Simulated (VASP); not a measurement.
## TaAs: single point with PBE

TaAs:

```
CELL_PARAMETERS angstrom
-1.66219 1.66219 5.39791
1.66219 -1.66219 5.39791
1.66219 1.66219 -5.39791
ATOMIC_POSITIONS crystal
Ta 0.50017 0.00017 0.50000
Ta 0.75017 0.75017 0.00000
As 0.08243 0.58243 0.50000
As 0.33243 0.33243 0.00000
```

This cell differs from its parent crystal: strain -0.040 along x and y, -0.080 along z.

```yaml
Program: VASP 6.6.1
Task: single point
Functional: PBE
Potentials_or_basis: VASP PAW PBE potentials, release 64 (Ta_pv, As)
Cutoff: 520 eV
k_mesh: 20 × 20 × 20
Occupations: gaussian, width 0.15 eV
Spin: no spin polarisation
Dipole_correction: no
Further_INCAR_settings: ALGO = Normal; EDIFF = 1e-07; NBANDS = 24
```

| Property | Result |
| --- | --- |
| Pressure | 42.0 GPa |
| Largest force | 0.697 eV/Å |
| Band gap on the k mesh | zero (bands 16 and 17 overlap by 0.05 eV) |

Forces on the atoms (eV/Å):
```
Ta   0.000  0.000  0.697
Ta   0.000  0.000  0.697
As   0.000  0.000 -0.697
As   0.000  0.000 -0.697
```

Stress tensor (GPa, compression positive):
```
40.12  0.00  0.00
 0.00 40.12  0.00
 0.00  0.00 45.78
```

Levels at points of the mesh, in eV from the Fermi level:
| k point | band 12 | band 13 | band 14 | band 15 | band 16 | band 17 | band 18 | band 19 | band 20 | band 21 |
| --- | --- | --- | --- | --- | --- | --- | --- | --- | --- | --- |
| (0.00, 0.00, 0.00) | -2.92 | -2.75 | -2.04 | -1.85 | -1.85 | 0.85 | 1.88 | 2.95 | 3.61 | 3.61 |
| (0.50, 0.00, 0.00) | -4.13 | -2.86 | -2.39 | -1.77 | 0.03 | 0.09 | 1.62 | 2.70 | 3.06 | 3.60 |
| (0.50, 0.50, 0.00) | -5.73 | -3.28 | -3.28 | -1.28 | -1.28 | 3.21 | 3.21 | 3.74 | 3.74 | 5.03 |
| (0.50, 0.50, 0.50) | -3.45 | -3.45 | -3.45 | -1.00 | -1.00 | 1.33 | 1.33 | 2.95 | 2.95 | 4.27 |

It took 36 min on 1 thread of Intel(R) Xeon(R) Platinum 8259CL CPU @ 2.50GHz (Skylake/Cascade Lake), on a shared host, peak memory 0.96 GiB.

Caveat: the cell differs from its parent crystal (strain -0.040 along x and y, -0.080 along z); the cell stands under pressure; spin-orbit coupling is left out, which moves the levels of the heavy elements.
